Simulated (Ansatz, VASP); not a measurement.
TaZn2B3 in VASP and in Ansatz

File INCAR:

```
SYSTEM = TaZn2B3
PREC = Accurate
ENCUT = 520
EDIFF = 1E-7
ISMEAR = 0
SIGMA = 0.1
LREAL = .FALSE.
LASPH = .TRUE.
NELM = 60
ALGO = Normal
ISIF = 2
LWAVE = .FALSE.
LCHARG = .FALSE.
GGA = PE
NBANDS = 31
```

KPOINTS

```
regular mesh
0
G
  6 6 4
  0 0 0
```

POSCAR

```
TaZn2B3
1.0
    4.6798255700      0.0000000000      0.0000000000
   -2.3399127900      4.0528478300      0.0000000000
    0.0000000000      0.0000000000      3.8435270900
Ta Zn B
1 2 3
Direct
    0.0000000000      0.0000000000      0.0000000000
    0.6666666700      0.3333333300      0.0000000000
    0.3333333300      0.6666666700      0.0000000000
    0.0000000000      0.5000000000      0.5000000000
    0.5000000000      0.5000000000      0.5000000000
    0.5000000000      0.0000000000      0.5000000000
```

Input for Ansatz:

```yaml
crystal:
  lattice:
    - [4.67982557, 0.0, 0.0]
    - [-2.33991279, 4.05284783, 0.0]
    - [0.0, 0.0, 3.84352709]
  atoms:
    - { symbol: Ta, position: [0.0, 0.0, 0.0] }
    - { symbol: Zn, position: [0.66666667, 0.33333333, 0.0] }
    - { symbol: Zn, position: [0.33333333, 0.66666667, 0.0] }
    - { symbol: B, position: [0.0, 0.5, 0.5] }
    - { symbol: B, position: [0.5, 0.5, 0.5] }
    - { symbol: B, position: [0.5, 0.0, 0.5] }
basis:
  ecutwfc: 420
kpoints:
  mp_grid: { grid: [6, 6, 4] }
hamiltonian:
  xc: pbe
scf:
  occupations: { method: gaussian, width: 0.1 }
  lower_state_search: "off"
output:
  forces: true
  stress: true
  eigenvalues: true
```

Change from the starting cell: species swapped into the LaCo3Ni2 type (P6/mmm, No. 191).

Alike in both runs: task single point; functional PBE; k mesh 6 × 6 × 4; occupations gaussian, width 0.1 eV; no spin polarisation.

|  | VASP | Ansatz |
| --- | --- | --- |
| version | VASP 6.6.1 | Ansatz 0.2.0 |
| potentials or method | VASP PAW PBE potentials, release 64 (Ta_pv, Zn, B), cutoff 520 eV | scalar-relativistic, plane waves, PAW |
| valence electrons in the cell | 44 | 46 |

```csv
,VASP,Ansatz,Ansatz less VASP
gap on the k mesh at the Fermi level (eV),none,none,-
pressure (GPa),-14.2,-14.5,-0.28
"traceless stress, the component that is largest in VASP (GPa)",-9.87,-9.95,-0.081
```

A gap of «none» marks a metal or a gap that the smearing closes. VASP's potentials hold 44 valence electrons a cell and Ansatz's 46, so a difference there can come from the potentials and not from the codes.

The k mesh is coarse, so the values compare programs but aren't converged. Spin-orbit coupling is off throughout.
